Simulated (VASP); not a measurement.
# Mg (P6/mmm) in VASP: further runs, part 2 of 2

VASP 6.6.1. The steps go on from the part before.

## Step 5: Single point, BLYP (26.82 Å³/atom)

This run uses another cell than the first one, of 26.82 Å³/atom.

The input, INCAR:

```
AGGAC = 1.0 ; AGGAX = 1.0
ALDAC = 0.0 ; ALDAX = 1.0
ALGO = Normal ; EDIFF = 1E-6
ENCUT = 520 ; GGA = B5
ISIF = 2 ; ISMEAR = -1
LASPH = True ; LCHARG = True
LELF = True ; LREAL = False
LVHAR = True ; LWAVE = False
NBANDS = 10 ; NELM = 100
PREC = Accurate ; SIGMA = 0.1
```

The input, KPOINTS:

```
k-points
0
Gamma
  8 8 11
```

The input, POSCAR:

```
Mg
1.0
    5.3409621915      0.0000000000      0.0000000000
   -2.6704810958      4.6254089385      0.0000000000
    0.0000000000      0.0000000000      3.2569981040
Mg
3
Direct
    1.0000000000      1.0000000000      0.0000000000
    0.3333333333      0.6666666667      0.5000000000
    0.6666666667      0.3333333333      0.5000000000
```

Potentials or basis: VASP PAW PBE potentials, release 64 (Mg).

On the command line:

```console
$ cat potpaw_PBE.64/Mg/POTCAR > POTCAR
$ mpirun -np 1 vasp_std > vasp.out
```

OUTCAR:

```text
EDIFF = 1E-6
   ENCUT = 520
   GGA = B5
   ISIF = 2
   ISMEAR = -1
   LASPH = True
   LREAL = False
   NELM = 100
   PREC = Accurate

 ion  position               nearest neighbor table
   1  0.000  0.000  0.000-   2 3.49   3 3.49   2 3.49   3 3.49   3 3.49   3 3.49   2 3.49   2 3.49
                             3 3.49   3 3.49   2 3.49   2 3.49
   2  0.333  0.667  0.500-   3 3.08   3 3.08   3 3.08   1 3.49   1 3.49   1 3.49   1 3.49   1 3.49
                             1 3.49
   3  0.667  0.333  0.500-   2 3.08   2 3.08   2 3.08   1 3.49   1 3.49   1 3.49   1 3.49   1 3.49
                             1 3.49

  LATTYP: Found a hexagonal cell.
 ALAT       =     5.3409621915
 C/A-ratio  =     0.6098148587

  Lattice vectors:

 A1 = (   5.3409621915,   0.0000000000,   0.0000000000)
 A2 = (  -2.6704810958,   4.6254089385,   0.0000000000)
 A3 = (   0.0000000000,   0.0000000000,   3.2569981040)

Analysis of symmetry for initial positions (statically):
=====================================================================
 Subroutine PRICEL returns:
 Original cell was already a primitive cell.

 Routine SETGRP: Setting up the symmetry group for a
 hexagonal supercell.

 Subroutine GETGRP returns: Found 24 space group operations
 (whereof 24 operations were pure point group operations)
 out of a pool of 24 trial point group operations.

The static configuration has the point symmetry D_6h.

Analysis of symmetry for dynamics (positions and initial velocities):
=====================================================================
 Subroutine PRICEL returns:
 Original cell was already a primitive cell.

 Routine SETGRP: Setting up the symmetry group for a
 hexagonal supercell.

 Subroutine GETGRP returns: Found 24 space group operations
 (whereof 24 operations were pure point group operations)
 out of a pool of 24 trial point group operations.

The dynamic configuration has the point symmetry D_6h.

 Subroutine INISYM returns: Found 24 space group operations
[... 124 lines left out ...]
   GGA     = B5    functional components
   LHFCALC =     F    Hartree Fock is set to
   AEXX    =    0.0000 exact exchange contribution
   IVDW    =     0    specifies the selected vdW correction
   LEPSILON=     F    determine dielectric tensor
   LRPA    =     F    only Hartree local field effects (RPA)
 non-spin polarized calculation
  energy-cutoff  :      520.00
  volume of cell :       80.46
 maximum number of plane-waves:      2188
 NGX is ok and might be reduce to    40
   NGX = 19   NGY = 19   NGZ = 13

 number of electron       6.0000000 magnetization

 Free energy of the ion-electron system (eV)
  ---------------------------------------------------
  ext. energy  EPLUGINS =         0.00000000
  ---------------------------------------------------
  free energy    TOTEN  =        -2.02333170 eV

  energy without entropy =       -1.97681462  energy(sigma->0) =       -2.00007316

 E-fermi :   2.3269     XC(G=0):  -7.5647

 val. band max:        2.3240431114   @ k =   0.5000  -0.0000   0.2727
 cond. band min:       2.3721200947   @ k =   0.1250  -0.0000   0.0909
 fundamental gap:      0.0480769834
 Fermi energy:         2.3268876208

 k-point     1 :       0.0000    0.0000    0.0000
  band No.  band energies     occupation
      1      -3.9722      2.00000
      2       2.7073      0.04359
      3       2.7073      0.04359
      4       2.7730      0.02284
      5       2.7730      0.02284
      6       3.1560      0.00050
      7       3.1993      0.00033
      8       9.2816      0.00000
      9       9.8470      0.00000
     10      14.4742      0.00000
[... 287 lines left out ...]
 k-point    24 :       0.3750   -0.0000    0.1818
  band No.  band energies     occupation
      1      -2.5215      2.00000
      2      -0.7941      2.00000
      3       1.6464      1.99779
      4       1.8609      1.98124
      5       6.0762      0.00000
      6       6.5196      0.00000
      7       6.8165      0.00000
      8       7.7679      0.00000
      9       9.2119      0.00000
     10       9.5817      0.00000

 [... further k-points ...]

------------------------ aborting loop because EDIFF is reached ----------------------------------------

  FORCE on cell =-STRESS in cart. coord.  units (eV):
  Direction    XX          YY          ZZ          XY          YZ          ZX
  --------------------------------------------------------------------------------------
  -------------------------------------------------------------------------------------
  Total       -1.3413466     -1.3413466     -1.1307304      0.0000000     -0.0000000     -0.0000000
  in kB      -26.7094201    -26.7094201    -22.5155479      0.0000000     -0.0000000     -0.0000000
  external PRESSURE =     -25.3114627 kB  Pullay stress =       0.0000000 kB

 VOLUME and BASIS-vectors are now :
 -----------------------------------------------------------------------------
  energy-cutoff  :      520.00
  volume of cell :       80.46
      direct lattice vectors                 reciprocal lattice vectors
     5.340962192  0.000000000  0.000000000     0.187232181  0.108098550  0.000000000
    -2.670481096  4.625408938  0.000000000     0.000000000  0.216197100  0.000000000
     0.000000000  0.000000000  3.256998104     0.000000000  0.000000000  0.307031189

 POSITION                                       TOTAL-FORCE (eV/Angst)
 -----------------------------------------------------------------------------------
      0.00000      0.00000      0.00000        -0.000000      0.000000     -0.000000
     -0.00000      3.08361      1.62850         0.000000     -0.000000      0.000000
      2.67048      1.54180      1.62850        -0.000000      0.000000     -0.000000
 -----------------------------------------------------------------------------------
    total drift:                                0.000000     -0.000000      0.000000

  FREE ENERGIE OF THE ION-ELECTRON SYSTEM (eV)
  ---------------------------------------------------
  free  energy   TOTEN  =        -2.0233317011 eV

  energy  without entropy=       -1.9768146184  energy(sigma->0) =       -2.00007316
```

OSZICAR:

```text
N       E                     dE             d eps       ncg     rms          rms(c)
DAV:   1     0.353059359456E+01    0.35306E+01   -0.18823E+03  1208   0.415E+02
DAV:   2    -0.187882924512E+01   -0.54094E+01   -0.52216E+01  1510   0.409E+01
DAV:   3    -0.200311393475E+01   -0.12428E+00   -0.12229E+00  1630   0.505E+00
DAV:   4    -0.200366395217E+01   -0.55002E-03   -0.54980E-03  1436   0.348E-01
DAV:   5    -0.200366820744E+01   -0.42553E-05   -0.42552E-05  1450   0.344E-02    0.899E-01
DAV:   6    -0.201292656574E+01   -0.92584E-02   -0.47634E-03  1390   0.457E-01    0.592E-01
DAV:   7    -0.202313353179E+01   -0.10207E-01   -0.22149E-02  1282   0.101E+00    0.494E-02
DAV:   8    -0.202328826491E+01   -0.15473E-03   -0.27121E-04  1522   0.101E-01    0.196E-02
DAV:   9    -0.202332830505E+01   -0.40040E-04   -0.54815E-05  1346   0.520E-02    0.325E-03
DAV:  10    -0.202333165796E+01   -0.33529E-05   -0.71656E-06  1420   0.159E-02    0.104E-03
DAV:  11    -0.202333170108E+01   -0.43123E-07   -0.29822E-07   758   0.346E-03
   1 F= -.20233317E+01 E0= -.20000732E+01  d E =-.465171E-01
```

It took 45 s on 1 thread of Intel Xeon Platinum 8259CL at 2.50GHz (Skylake/Cascade Lake), shared host; peak memory 0.2 GiB.

Results:

```yaml
Free_energy: -2.0233 eV
Pressure: -2.5 GPa
Band_gap_on_the_k_mesh: zero (bands 3 and 4 overlap by 3.91 eV)
```

Caveat: the PAW data sets were made with another functional, which shifts forces and pressure a little.

## Step 6: Summary

| cell | gap on the mesh (eV) | pressure (GPa) |
| --- | --- | --- |
| a = 5.143, b = 5.143, c = 3.136 Å, angles 90.0, 90.0, 120.0°, 3 atoms | none | -0.1 |
| a = 5.211, b = 5.211, c = 3.178 Å, angles 90.0, 90.0, 120.0°, 3 atoms | none | -1.1 |
| a = 5.277, b = 5.277, c = 3.218 Å, angles 90.0, 90.0, 120.0°, 3 atoms | none | -1.9 |
| a = 5.341, b = 5.341, c = 3.257 Å, angles 90.0, 90.0, 120.0°, 3 atoms | none | -2.5 |

Alike in all rows: task single point; level BLYP; potentials or basis VASP PAW PBE potentials, release 64 (Mg); no spin polarisation; k mesh 8 × 8 × 11; cutoff (eV) 520; smearing fermi-dirac 0.1 eV.

Caveats: the PAW data sets were made with another functional, which shifts forces and pressure a little.

Total energies depend on the potentials used, so only differences within one code and one set of settings carry meaning.
